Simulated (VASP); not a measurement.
Here is a VASP 6.6.1 calculation.

Contents of INCAR:

```
SYSTEM = BH7C16
ALGO     = Normal         ! electronic algorithm
EDIFF    = 1E-6           ! SCF threshold, eV
ENCUT    = 520            ! plane-wave cutoff, eV
GGA      = PE             ! functional
ISIF     = 2              ! what is computed and relaxed
ISMEAR   = 0              ! smearing method
LASPH    = .True.         ! aspherical terms in the spheres
LCHARG   = .True.         ! write CHGCAR
LELF     = .True.         ! ELF
LREAL    = Auto         
LVHAR    = .True.       
LWAVE    = .False.        ! write WAVECAR
NBANDS   = 55             ! bands
NELM     = 100            ! most SCF steps
PREC     = Accurate       ! precision mode
SIGMA    = 0.05           ! smearing width, eV
```

Contents of KPOINTS:

```
k-points
0
Gamma
  3 3 1
  0 0 0
```

File POSCAR:

```
BH7C16
1.0
    5.0487420000      0.0000000000      0.0000000000
    2.5243710000      4.3723390000      0.0000000000
    0.0000000000      0.0000000000     16.6764260000
H C B
7 16 1
Direct
    0.1666667848      0.1666666285      0.0599648870
    0.6666667848      0.1666666285      0.0599648870
    0.1666666285      0.6666667429      0.0599648870
    0.6666666285      0.6666667429      0.0599648870
    1.4865037127      0.0068798417      0.3445683146
    0.4948263776      0.5030870205      0.3471219793
    0.8678903421     -0.1792582872      0.4181077528
    0.1666667848      0.1666666285      0.1259262626
    0.6666667848      0.1666666285      0.1259262626
    0.1666666285      0.6666667429      0.1259262626
    0.6666666285      0.6666667429      0.1259262626
   -0.1666666285      0.3333332571      0.1568252694
    0.3333333715      0.3333332571      0.1568252694
   -0.1666667848      0.8333333715      0.1568252694
    0.3333334133      0.8333333715      0.1568252694
   -0.1594726810      0.3303058157      0.2570071669
    0.3326992729      0.3384689522      0.2498661284
   -0.1746594409      0.8376646916      0.2456721842
    0.3327982953      0.8294308836      0.2497930312
    0.0039932063     -0.0159052169      0.2825952635
    0.4907003588      0.0049570722      0.2781929413
    0.0039590951      0.5135253694      0.2827604668
    0.5058317921      0.4974454177      0.2804889369
    0.9675183681     -0.2308878612      0.3509819190
```

Potentials or basis: VASP PAW PBE potentials, release 64 (H, C, B).

Run with:

```bash
$ cat potpaw_PBE.64/H/POTCAR potpaw_PBE.64/C/POTCAR potpaw_PBE.64/B/POTCAR > POTCAR
$ mpirun -np 1 vasp_std > vasp.out
```

Question: Estimate the largest force.

Answer: 2.432 eV/Å.

Question: What does it give for the band gap on the k mesh?

Answer: 2.54 eV, direct.

Forces on the atoms (eV/Å):
```
H    0.022 -0.012 -0.228
H    0.034  0.032 -0.228
H   -0.039  0.024 -0.181
H   -0.008 -0.042 -0.229
H   -0.005  0.001  0.029
H   -0.076  0.040 -0.012
H   -0.015 -0.012  0.010
C   -0.080  0.047  1.271
C    0.058  0.109  1.184
C    0.067 -0.040  1.035
C   -0.064 -0.107  1.176
C    0.497 -0.251  0.278
C    0.056  0.197 -0.868
C   -0.320  0.200 -2.402
C   -0.119 -0.132 -0.885
C    0.008 -0.006  0.004
C   -0.001  0.002  0.009
C   -0.001  0.006 -0.003
C   -0.001  0.007 -0.001
C    0.011  0.017  0.012
C    0.002  0.002 -0.004
C   -0.005 -0.003  0.032
C    0.006 -0.005  0.015
B   -0.028 -0.074 -0.012
```

Caveat: the k points lie up to 0.48 Å⁻¹ apart.
